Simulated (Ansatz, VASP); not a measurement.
# TiPt3 in VASP and in Ansatz

INCAR

```
PREC = Accurate ; ENCUT = 520
EDIFF = 1E-7 ; ISMEAR = 0
SIGMA = 0.05 ; LREAL = F
LASPH = T ; NELM = 80
ALGO = Fast ; ISIF = 2
LWAVE = F ; LCHARG = F
GGA = PE ; NBANDS = 29
```

The input KPOINTS:

```
Automatic mesh
0
Gamma
  10 10 10
```

POSCAR

```
TiPt3
1.0
    3.8970000000      0.0000000000      0.0000000000
    0.0000000000      3.8970000000      0.0000000000
    0.0000000000      0.0000000000      3.8970000000
Ti Pt
1 3
Direct
    0.0000000000      0.0000000000      0.0000000000
    0.0000000000      0.5000000000      0.5000000000
    0.5000000000      0.0000000000      0.5000000000
    0.5000000000      0.5000000000      0.0000000000
```

Input for Ansatz:

```yaml
crystal:
  lattice:
    - [3.897, 0.0, 0.0]
    - [0.0, 3.897, 0.0]
    - [0.0, 0.0, 3.897]
  atoms:
    - { symbol: Ti, position: [0.0, 0.0, 0.0] }
    - { symbol: Pt, position: [0.0, 0.5, 0.5] }
    - { symbol: Pt, position: [0.5, 0.0, 0.5] }
    - { symbol: Pt, position: [0.5, 0.5, 0.0] }
basis:
  ecutwfc: 420
  fft_grid_basis: typed
kpoints:
  mp_grid: { grid: [10, 10, 10] }
hamiltonian:
  xc: pbe
  pseudopotentials: { kind: paw }
scf:
  occupations: { method: gaussian, width: 0.05 }
output:
  forces: true
  stress: true
  eigenvalues: true
  bader: true
  write_density: true
  volumetric_format: npy
  elf: true
```

Alike in both runs: task single point; functional PBE; k mesh 10 × 10 × 10; occupations gaussian, width 0.05 eV; no spin polarisation.

|  | VASP | Ansatz |
| --- | --- | --- |
| version | VASP 6.6.1 | Ansatz 0.2.0 |
| potentials or method | VASP PAW PBE potentials, release 64 (Ti_sv, Pt), cutoff 520 eV | scalar-relativistic, plane waves, PAW |
| valence electrons in the cell | 42 | 66 |

|  | VASP | Ansatz | Ansatz less VASP |
| --- | --- | --- | --- |
| gap on the k mesh at the Fermi level (eV) | none | none | - |
| pressure (GPa) | 9.7 | 10.1 | +0.40 |

A gap of «none» marks a metal or a gap that the smearing closes. VASP's potentials hold 42 valence electrons a cell and Ansatz's 66, so a difference there can come from the potentials and not from the codes.

Neither program's run includes spin-orbit coupling.
